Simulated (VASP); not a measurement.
# Al (Fm-3m) in VASP: notebook, part 2 of 2

VASP 6.6.1. Earlier steps stand in the parts before.

## Step 4: Single point, PBEsol

This run uses another cell than the first one, of 16.20 Å³/atom.

Contents of INCAR:

```
  PREC = Accurate
  ENCUT = 520
  EDIFF = 1E-6
  ISMEAR = -1
  SIGMA = 0.15
  LREAL = False
  LASPH = True
  NELM = 60
  ALGO = Normal
  ISIF = 2
  LWAVE = False
  LCHARG = False
  GGA = PS
  NBANDS = 8
```

Contents of KPOINTS:

```
regular mesh
0
Gamma
  20 20 20
```

Contents of POSCAR:

```
Al
1.0
    0.0000000000      2.0082313910      2.0082313910
    2.0082313910      0.0000000000      2.0082313910
    2.0082313910      2.0082313910      0.0000000000
Al
1
Direct
    0.0000000000      0.0000000000      0.0000000000
```

On the command line:

```
$ cat potpaw_PBE.64/Al/POTCAR > POTCAR
$ mpirun -np 1 vasp_std > vasp.out
```

It took 15 s on 1 thread of AMD EPYC 9R45 (Zen 5), shared host; peak memory 0.12 GiB.

Results (log left out):

| Quantity | Value |
| --- | --- |
| Free energy | -4.1069 eV |
| Pressure | 0.1 GPa |
| Band gap on the k mesh | zero (an odd number of electrons rules out a gap without spin polarisation) |

Levels at points of the mesh, in eV from the Fermi level:
```
           k point  band 1  band 2  band 3  band 4
(0.00, 0.00, 0.00)  -11.28   12.68   12.68   12.68
(0.50, 0.00, 0.00)   -4.69   -4.42   11.50   11.50
(0.50, 0.50, 0.00)   -2.98   -1.63    5.24    5.66
```

Caveat: the PAW data sets were made with another functional, which shifts forces and pressure a little.

## Step 5: Single point, PBEsol (16.52 Å³/atom)

This run uses another cell than the first one, of 16.52 Å³/atom.

Contents of INCAR:

```
ALGO     = Fast           # electronic algorithm
EDIFF    = 1E-6           # SCF threshold, eV
ENCUT    = 520            # plane-wave cutoff, eV
GGA      = PS             # functional
ISIF     = 2              # what is computed and relaxed
ISMEAR   = -1             # smearing method
LASPH    = True           # aspherical terms in the spheres
LCHARG   = False          # write CHGCAR
LREAL    = False          # projectors in reciprocal space
LWAVE    = False          # write WAVECAR
NBANDS   = 8              # bands
NELM     = 100            # most SCF steps
PREC     = Accurate       # precision mode
SIGMA    = 0.15           # smearing width, eV
```

Contents of KPOINTS:

```
k-points
0
Gamma
  20 20 20
```

Contents of POSCAR:

```
Al
1.0
    0.0000000000      2.0215313243      2.0215313243
    2.0215313243      0.0000000000      2.0215313243
    2.0215313243      2.0215313243      0.0000000000
Al
1
Direct
    0.0000000000      0.0000000000      0.0000000000
```

Potentials or basis: VASP PAW PBE potentials, release 64 (Al).

On the command line:

```
$ cat potpaw_PBE.64/Al/POTCAR > POTCAR
$ mpirun -np 1 vasp_std > vasp.out
```

OUTCAR:

```text
EDIFF = 1E-6
   ENCUT = 520
   GGA = PS
   ISIF = 2
   ISMEAR = -1
   LASPH = True
   LREAL = False
   NELM = 100
   PREC = Accurate

 ion  position               nearest neighbor table
   1  0.000  0.000  0.000-

  LATTYP: Found a face centered cubic cell.
 ALAT       =     4.0430626486

  Lattice vectors:

 A1 = (   0.0000000000,   2.0215313243,   2.0215313243)
 A2 = (   2.0215313243,   0.0000000000,   2.0215313243)
 A3 = (   2.0215313243,   2.0215313243,   0.0000000000)

Analysis of symmetry for initial positions (statically):
=====================================================================
 Subroutine PRICEL returns:
 Original cell was already a primitive cell.

 Routine SETGRP: Setting up the symmetry group for a
 face centered cubic supercell.

 Subroutine GETGRP returns: Found 48 space group operations
 (whereof 48 operations were pure point group operations)
 out of a pool of 48 trial point group operations.

The static configuration has the point symmetry O_h .

Analysis of symmetry for dynamics (positions and initial velocities):
=====================================================================
 Subroutine PRICEL returns:
[... 160 lines left out ...]
 fundamental gap:      0.0308722168
 Fermi energy:         7.9523574606

 k-point     1 :       0.0000    0.0000    0.0000
  band No.  band energies     occupation
      1      -3.1849      2.00000
      2      20.5232      0.00000
      3      20.5232      0.00000
      4      20.5232      0.00000
      5      22.0044      0.00000
      6      22.0044      0.00000
      7      22.0044      0.00000
      8      24.4091      0.00000
[... 243 lines left out ...]
 k-point    24 :      -0.3500    0.0500    0.0000
  band No.  band energies     occupation
      1       0.4795      2.00000
      2       7.3886      1.95443
      3      17.2322      0.00000
      4      19.7218      0.00000
      5      19.8754      0.00000
      6      21.1774      0.00000
      7      22.8455      0.00000
      8      25.4204      0.00000

 [... further k-points ...]

------------------------ aborting loop because EDIFF is reached ----------------------------------------

  FORCE on cell =-STRESS in cart. coord.  units (eV):
  Direction    XX          YY          ZZ          XY          YZ          ZX
  --------------------------------------------------------------------------------------
  -------------------------------------------------------------------------------------
  Total       -0.1543551     -0.1543551     -0.1543551      0.0000000      0.0000000      0.0000000
  in kB      -14.9678762    -14.9678762    -14.9678762      0.0000000      0.0000000      0.0000000
  external PRESSURE =     -14.9678762 kB  Pullay stress =       0.0000000 kB

 VOLUME and BASIS-vectors are now :
 -----------------------------------------------------------------------------
  energy-cutoff  :      520.00
  volume of cell :       16.52
      direct lattice vectors                 reciprocal lattice vectors
     0.000000000  2.021531324  2.021531324    -0.247337251  0.247337251  0.247337251
     2.021531324  0.000000000  2.021531324     0.247337251 -0.247337251  0.247337251
     2.021531324  2.021531324  0.000000000     0.247337251  0.247337251 -0.247337251

 POSITION                                       TOTAL-FORCE (eV/Angst)
 -----------------------------------------------------------------------------------
      0.00000      0.00000      0.00000         0.000000      0.000000      0.000000
 -----------------------------------------------------------------------------------
    total drift:                                0.000000      0.000000      0.000000

  FREE ENERGIE OF THE ION-ELECTRON SYSTEM (eV)
  ---------------------------------------------------
  free  energy   TOTEN  =        -4.1054028774 eV

  energy  without entropy=       -4.0751507987  energy(sigma->0) =       -4.09027684
```

OSZICAR:

```text
N       E                     dE             d eps       ncg     rms          rms(c)
DAV:   1    -0.276244458960E+01   -0.27624E+01   -0.82507E+02  4112   0.200E+02
DAV:   2    -0.412663218145E+01   -0.13642E+01   -0.13215E+01  5696   0.186E+01
DAV:   3    -0.413385174053E+01   -0.72196E-02   -0.72143E-02  5328   0.149E+00
DAV:   4    -0.413386799129E+01   -0.16251E-04   -0.16251E-04  6248   0.620E-02
DAV:   5    -0.413386802492E+01   -0.33628E-07   -0.33204E-07  5520   0.162E-03    0.139E+00
RMM:   6    -0.411687304290E+01    0.16995E-01   -0.14416E-03  4104   0.187E-01    0.802E-01
RMM:   7    -0.410538547983E+01    0.11488E-01   -0.43056E-03  4739   0.317E-01    0.134E-01
RMM:   8    -0.410540040901E+01   -0.14929E-04   -0.22822E-04  4555   0.903E-02    0.306E-02
RMM:   9    -0.410540417785E+01   -0.37688E-05   -0.33690E-05  4707   0.365E-02    0.155E-02
RMM:  10    -0.410540287926E+01    0.12986E-05   -0.53713E-06  4775   0.139E-02    0.286E-02
RMM:  11    -0.410540287739E+01    0.18734E-08   -0.10178E-06  4217   0.587E-03
   1 F= -.41054029E+01 E0= -.40902768E+01  d E =-.302521E-01
```

Wall time 18 s (1 thread of AMD EPYC 9R45 (Zen 5), shared host); peak memory 0.12 GiB.

What came out:

```
Free energy            : -4.1054 eV
Pressure               : -1.5 GPa
Band gap on the k mesh : zero (an odd number of electrons rules out a gap without spin polarisation)
```

Levels at points of the mesh, in eV from the Fermi level:
| k point | band 1 | band 2 | band 3 | band 4 | band 5 |
| --- | --- | --- | --- | --- | --- |
| (0.00, 0.00, 0.00) | -11.14 | 12.57 | 12.57 | 12.57 | 14.05 |
| (0.50, 0.00, 0.00) | -4.61 | -4.39 | 11.36 | 11.36 | 11.41 |
| (0.50, 0.50, 0.00) | -2.93 | -1.62 | 5.24 | 5.56 | 5.56 |

Caveat: the PAW data sets were made with another functional, which shifts forces and pressure a little.

## Step 6: Relaxation of cell and atoms, PBEsol

This run uses another cell than the first one, of 16.19 Å³/atom.

Contents of INCAR:

```
PREC = Accurate
ENCUT = 600
EDIFF = 1E-6
ISMEAR = -1
SIGMA = 0.15
LREAL = F
LASPH = T
NELM = 80
ALGO = Normal
ISIF = 3
LWAVE = F
LCHARG = F
GGA = PS
IBRION = 2
NSW = 80
EDIFFG = -0.001
```

Contents of KPOINTS:

```
regular mesh
0
Gamma
  20 20 20
```

Contents of POSCAR:

```
Al
1.0
    0.0000000000      2.0077780908      2.0077780908
    2.0077780908      0.0000000000      2.0077780908
    2.0077780908      2.0077780908      0.0000000000
Al
1
Direct
    0.0000000000      0.0000000000      0.0000000000
```

Potentials or basis: VASP PAW PBE potentials, release 64 (Al).

On the command line:

```
$ cat potpaw_PBE.64/Al/POTCAR > POTCAR
$ mpirun -np 1 vasp_std > vasp.out
```

OUTCAR:

```text
PREC = Accurate
   ENCUT = 600
   EDIFF = 1E-6
   ISMEAR = -1
   LREAL = F
   LASPH = T
   NELM = 80
   ISIF = 3
   GGA = PS
   IBRION = 2
   NSW = 80
   EDIFFG = -0.001

 ion  position               nearest neighbor table
   1  0.000  0.000  0.000-

  LATTYP: Found a face centered cubic cell.
 ALAT       =     4.0155561816

  Lattice vectors:

 A1 = (   0.0000000000,   2.0077780908,   2.0077780908)
 A2 = (   2.0077780908,   0.0000000000,   2.0077780908)
 A3 = (   2.0077780908,   2.0077780908,   0.0000000000)

Analysis of symmetry for initial positions (statically):
=====================================================================
 Subroutine PRICEL returns:
 Original cell was already a primitive cell.

 Routine SETGRP: Setting up the symmetry group for a
 face centered cubic supercell.

 Subroutine GETGRP returns: Found 48 space group operations
 (whereof 48 operations were pure point group operations)
 out of a pool of 48 trial point group operations.

The static configuration has the point symmetry O_h .

Analysis of symmetry for dynamics (positions and initial velocities):
=====================================================================
 Subroutine PRICEL returns:
 Original cell was already a primitive cell.

 Routine SETGRP: Setting up the symmetry group for a
 face centered cubic supercell.

 Subroutine GETGRP returns: Found 48 space group operations
 (whereof 48 operations were pure point group operations)
 out of a pool of 48 trial point group operations.

The dynamic configuration has the point symmetry O_h .

 Subroutine INISYM returns: Found 48 space group operations
 (whereof 48 operations are pure point group operations),
 and found     1 'primitive' translations

----------------------------------------------------------------------------------------

                                     Primitive cell
[... 117 lines left out ...]
   IVDW    =     0    specifies the selected vdW correction
   LEPSILON=     F    determine dielectric tensor
   LRPA    =     F    only Hartree local field effects (RPA)
 conjugate gradient relaxation of ions
 non-spin polarized calculation
  energy-cutoff  :      600.00
  volume of cell :       16.19
 maximum number of plane-waves:       560
   NGX = 11   NGY = 11   NGZ = 11

--------------------------------------- Ionic step        1  -------------------------------------------

 number of electron       3.0000000 magnetization

 Free energy of the ion-electron system (eV)
  ---------------------------------------------------
  ext. energy  EPLUGINS =         0.00000000
  ---------------------------------------------------
  free energy    TOTEN  =        -4.10694605 eV

  energy without entropy =       -4.07718377  energy(sigma->0) =       -4.09206491

------------------------ aborting loop because EDIFF is reached ----------------------------------------

  FORCE on cell =-STRESS in cart. coord.  units (eV):
  Direction    XX          YY          ZZ          XY          YZ          ZX
  --------------------------------------------------------------------------------------
  -------------------------------------------------------------------------------------
  Total        0.0113975      0.0113975      0.0113975     -0.0000000      0.0000000      0.0000000
  in kB        1.1280887      1.1280887      1.1280887     -0.0000000      0.0000000      0.0000000
  external PRESSURE =       1.1280887 kB  Pullay stress =       0.0000000 kB
[... 57 lines left out ...]
--------------------------------------- Ionic step        3  -------------------------------------------

 number of electron       3.0000000 magnetization

 Free energy of the ion-electron system (eV)
  ---------------------------------------------------
  ext. energy  EPLUGINS =         0.00000000
  ---------------------------------------------------
  free energy    TOTEN  =        -4.10695319 eV

  energy without entropy =       -4.07715360  energy(sigma->0) =       -4.09205339

 E-fermi :   8.1517     XC(G=0): -10.3213

 val. band max:        8.1512309320   @ k =  -0.4000   0.3500   0.0000
 cond. band min:       8.1890323199   @ k =  -0.3500   0.3500   0.0000
 fundamental gap:      0.0378013878
 Fermi energy:         8.1517195197

 k-point     1 :       0.0000    0.0000    0.0000
  band No.  band energies     occupation
      1      -3.1178      2.00000
      2      20.8267      0.00000
      3      20.8267      0.00000
      4      20.8267      0.00000
      5      22.4524      0.00000
[... 177 lines left out ...]
 k-point    24 :      -0.3500    0.0500    0.0000
  band No.  band energies     occupation
      1       0.5913      2.00000
      2       7.5820      1.95616
      3      17.5502      0.00000
      4      20.1244      0.00000
      5      20.1682      0.00000

 [... further k-points ...]

------------------------ aborting loop because EDIFF is reached ----------------------------------------

  FORCE on cell =-STRESS in cart. coord.  units (eV):
  Direction    XX          YY          ZZ          XY          YZ          ZX
  --------------------------------------------------------------------------------------
  -------------------------------------------------------------------------------------
  Total       -0.0009929     -0.0009929     -0.0009929     -0.0000000     -0.0000000      0.0000000
  in kB       -0.0981270     -0.0981270     -0.0981270     -0.0000000     -0.0000000      0.0000000
  external PRESSURE =      -0.0981270 kB  Pullay stress =       0.0000000 kB
[... 16 lines left out ...]
  FREE ENERGIE OF THE ION-ELECTRON SYSTEM (eV)
  ---------------------------------------------------
  free  energy   TOTEN  =        -4.1069531869 eV

  energy  without entropy=       -4.0771535960  energy(sigma->0) =       -4.09205339

 reached required accuracy - stopping structural energy minimisation
```

OSZICAR:

```text
N       E                     dE             d eps       ncg     rms          rms(c)
DAV:   1    -0.170415695065E+01   -0.17042E+01   -0.96628E+02  2630   0.382E+02
DAV:   2    -0.411244749360E+01   -0.24083E+01   -0.22913E+01  3275   0.342E+01
DAV:   3    -0.413564881586E+01   -0.23201E-01   -0.22639E-01  3450   0.380E+00
DAV:   4    -0.413572708107E+01   -0.78265E-04   -0.78223E-04  3460   0.205E-01
DAV:   5    -0.413572747992E+01   -0.39885E-06   -0.39943E-06  3420   0.132E-02    0.142E+00
DAV:   6    -0.411855627552E+01    0.17171E-01   -0.21194E-03  3060   0.308E-01    0.810E-01
DAV:   7    -0.410696122348E+01    0.11595E-01   -0.58195E-03  2995   0.493E-01    0.171E-01
DAV:   8    -0.410694681306E+01    0.14410E-04   -0.31210E-05  3370   0.580E-02    0.114E-02
DAV:   9    -0.410694605355E+01    0.75951E-06   -0.50779E-07  3085   0.522E-03
   1 F= -.41069461E+01 E0= -.40920649E+01  d E =-.410695E+01
       N       E                     dE             d eps       ncg     rms          rms(c)
DAV:   1    -0.410695443682E+01   -0.76238E-05   -0.13346E-04  3300   0.742E-02    0.892E-03
DAV:   2    -0.410695359778E+01    0.83904E-06   -0.87942E-07  2405   0.812E-03
   2 F= -.41069536E+01 E0= -.40920517E+01  d E =-.754423E-05
       N       E                     dE             d eps       ncg     rms          rms(c)
DAV:   1    -0.410695319785E+01    0.12390E-05   -0.18301E-06  2755   0.818E-03    0.182E-03
DAV:   2    -0.410695318692E+01    0.10928E-07   -0.84703E-09  1390   0.101E-03
   3 F= -.41069532E+01 E0= -.40920534E+01  d E =-.713337E-05
```

CONTCAR:

```text
Al
   1.00000000000000
    -0.0000000000000000    2.0087849510501012    2.0087849510501012
     2.0087849510501012   -0.0000000000000000    2.0087849510501012
     2.0087849510501012    2.0087849510501012   -0.0000000000000000
  Al
     1
Direct
     0.0000000000000000    0.0000000000000000    0.0000000000000000

  0.00000000E+00  0.00000000E+00  0.00000000E+00
```

Wall time 13 s (1 thread of AMD EPYC 9R45 (Zen 5), shared host); peak memory 0.12 GiB.

Results:

* Free energy: -4.1070 eV
* Relaxed volume: 16.21 Å³/atom
* Relaxed cell: a = 2.841 Å, b = 2.841 Å, c = 2.841 Å, α = 60.00°, β = 60.00°, γ = 60.00°
* Space group after relaxing (to 0.1 Å): Fm-3m (No. 225)
* Energy gained by relaxing: 0.0 meV/atom
* Ionic steps: 3
* Pressure after relaxing: 0.0 GPa
* Band gap on the k mesh: zero (an odd number of electrons rules out a gap without spin polarisation)

Final structure:
```
Al
1.0
     0.00000    2.00878    2.00878
     2.00878    0.00000    2.00878
     2.00878    2.00878    0.00000
Al
1
Cartesian
  0.0000 0.0000 0.0000
```

Caveat: the PAW data sets were made with another functional, which shifts forces and pressure a little.

## Step 7: Summary

```csv
task,cell,cutoff (eV),gap on the mesh (eV),pressure (GPa)
single point,"a = 2.821 Å, angles 60.0°, 1 atom",520,none,1.8
single point,"a = 2.840 Å, angles 60.0°, 1 atom",520,none,0.1
single point,"a = 2.859 Å, angles 60.0°, 1 atom",520,none,-1.5
relaxation of cell and atoms,"relaxed from a = 2.839 Å, angles 60.0°, 1 atom",600,none,0.0
```

Alike in all rows: level PBEsol; potentials or basis VASP PAW PBE potentials, release 64 (Al); no spin polarisation; k mesh 20 × 20 × 20; smearing fermi-dirac 0.15 eV.

Caveats: the PAW data sets were made with another functional, which shifts forces and pressure a little.

Total energies depend on the potentials used, so only differences within one code and one set of settings carry meaning.

The gap in the log of VASP goes by the Fermi energy; the results here count the filled bands.